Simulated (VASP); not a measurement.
Runs of VASP 6.6.1 on Lu. The structure is that of space group Im-3m (No. 229), or close to it. The cells are those of the table. This isn't the form of Lu at room conditions, which is hcp.

| task | cell | cutoff (eV) | gap on the mesh (eV) | pressure (GPa) |
| --- | --- | --- | --- | --- |
| single point | a = 2.928 Å, angles 109.5°, 1 atom | 520 | none | 30.8 |
| relaxation of cell and atoms | relaxed from a = 3.385 Å, angles 109.5°, 1 atom | 600 | none | -0.1 |
| single point | a = 3.066 Å, angles 109.5°, 1 atom | 520 | none | (a) |
| single point | a = 3.312 Å, angles 109.5°, 1 atom | 520 | none | 0.2 |
| relaxation of cell and atoms | relaxed to 15 GPa from a = 3.385 Å, angles 109.5°, 1 atom | 600 | none | 15.0 |
| relaxation of cell and atoms | relaxed to 30 GPa from a = 3.385 Å, angles 109.5°, 1 atom | 600 | none | 29.8 |
| single point | a = 2.832 Å, angles 109.5°, 1 atom | 520 | none | 46.1 |

Alike in all rows: level PBEsol; potentials or basis VASP PAW PBE potentials, release 64 (Lu); no spin polarisation; k mesh 9 × 9 × 9; smearing fermi-dirac 0.1 eV.

Fill in the values left out.

(a) 15.5.

Caveats: the PAW data sets were made with another functional, which shifts forces and pressure a little; spin-orbit coupling is left out, which moves the levels of the heavy elements; the cell stands under pressure (at least some runs); the cell is relaxed towards a set pressure, so the run minimises the enthalpy, not the energy (at least some runs).

A k mesh can miss the band edges, and the runs leave out spin-orbit coupling on Lu.

A gap of «none» marks levels without a gap at the run's occupations.
